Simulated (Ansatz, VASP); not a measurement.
**CdSe: VASP and Ansatz over several settings**

```
Cd Se
1.0
     0.00000    3.07027    3.07027
     3.07027    0.00000    3.07027
     3.07027    3.07027    0.00000
Cd Se
1 1
Direct
  0.00000 0.00000 0.00000
  0.25000 0.25000 0.25000
```

Single points on this cell with VASP 6.6.1 and Ansatz 0.2.0. Each row is one pair of runs. Alike in all rows: spin: off; smearing: fermi-dirac, width 0.05 eV; VASP's potentials, cutoff: VASP PAW PBE potentials, release 64 (Cd, Se), 520 eV.

```csv
level,k mesh,"Ansatz's potentials, cutoff","gap on the k mesh at the Fermi level (eV), VASP","gap on the k mesh at the Fermi level (eV), Ansatz","least direct gap on the mesh (eV), VASP","least direct gap on the mesh (eV), Ansatz","pressure (GPa), VASP","pressure (GPa), Ansatz"
PBE+D3(BJ),8 × 8 × 8,"Ansatz PAW, 420 eV",0.55,0.55,0.55,0.55,-0.4,-0.7
BLYP,8 × 8 × 8,"Ansatz PAW, 420 eV",0.50,0.47,0.50,0.47,4.4,4.0
r2SCAN+D3(BJ),8 × 8 × 8,"Ansatz PAW, 500 eV",1.02,1.03,1.02,1.03,-0.8,-1.0
BLYP+D4,8 × 8 × 8,"Ansatz PAW, 420 eV",0.50,0.47,0.50,0.47,0.6,0.1
r2SCAN+rVV10,8 × 8 × 8,"Ansatz PAW, 500 eV",0.97,0.98,0.97,0.98,-0.6,-1.0
PBE,3 × 3 × 3,"Ansatz PAW, 420 eV",0.50,0.50,0.50,0.50,2.3,2.0
revPBE+D3(BJ),8 × 8 × 8,"Ansatz PAW, 420 eV",0.68,0.68,0.68,0.68,-1.0,-1.2
```

Gap on the k mesh at the fermi level (eV): the two programs differ by at most 0.029; least direct gap on the mesh (eV): the two programs differ by at most 0.029; pressure (GPa): the two programs differ by at most 0.41.

VASP's potentials hold 18 valence electrons a cell and Ansatz's 36, so a difference there can come from the potentials and not from the codes.

The k mesh is coarse in some rows, so the values compare programs but aren't converged. Noted on Ansatz's runs: odd divisions of the mesh miss points on the zone boundary, where band edges often lie, so the gap on the mesh can be too wide.
